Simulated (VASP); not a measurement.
Input of a VASP 6.6.1 run:

Contents of INCAR:

```
PREC = Accurate
ENCUT = 600
EDIFF = 1E-6
ISMEAR = 0
SIGMA = 0.1
LREAL = False
LASPH = True
NELM = 60
ALGO = Normal
ISIF = 3
LWAVE = False
LCHARG = False
GGA = PE
IBRION = 2
NSW = 80
EDIFFG = -0.025
```

The input KPOINTS:

```
regular mesh
0
Gamma
  4 2 2
```

File POSCAR:

```
WBr4F2
1.0
   -6.7143888150     -0.2094151867      0.1959993894
    3.1854726342     -6.1141226126     -0.2618208356
    3.1116372315      2.3536591129      5.6363975762
W Br F
1 4 2
Direct
    0.0288266645     -0.0095195113      0.9941445882
    0.0908301578      0.8135346462      0.3015442145
    0.5137051967      0.6719669789      0.8065475844
    0.8822721117      0.2063679025      0.7199535119
    0.4753196566      0.3077662570      0.1878538349
   -0.0101851173      0.8159513853      0.7674675723
    1.0192313300      0.1939323412      0.2224886939
```

Potentials or basis: VASP PAW PBE potentials, release 64 (W_sv, Br, F).

Launch:

```console
$ cat potpaw_PBE.64/W_sv/POTCAR potpaw_PBE.64/Br/POTCAR potpaw_PBE.64/F/POTCAR > POTCAR
$ mpirun -np 1 vasp_std > vasp.out
```

Problem. Predict the band gap on the k mesh.

Solution. 1.01 eV (least direct gap 1.20 eV).

Problem. Estimate the relaxed cell.

Solution. a = 6.903 Å, b = 6.913 Å, c = 6.769 Å, α = 97.23°, β = 115.93°, γ = 116.55°.

Problem. What does it give for the relaxed volume?

Solution. 34.03 Å³/atom.

Problem. Estimate the space group after relaxing (to 0.1 Å).

Solution. P-1 (No. 2).

Final structure:
```
W Br F
1.0
    -6.89337   -0.21310    0.28811
     3.26875   -6.08283   -0.31909
     3.12217    2.35607    5.52512
W Br F
1 4 2
Cartesian
  -6.8923 -0.2131 0.2886
  2.7093 -4.3319 1.3228
  1.1646 -2.4446 4.4649
  -3.2251 0.3968 4.1609
  -1.6564 -1.5028 1.0360
  -1.8259 -3.2673 4.3387
  1.3251 -0.6698 1.1587
```

Caveat: the k points lie up to 0.47 Å⁻¹ apart in the final cell; spin-orbit coupling is left out, which moves the levels of the heavy elements. A k mesh can miss the band edges.
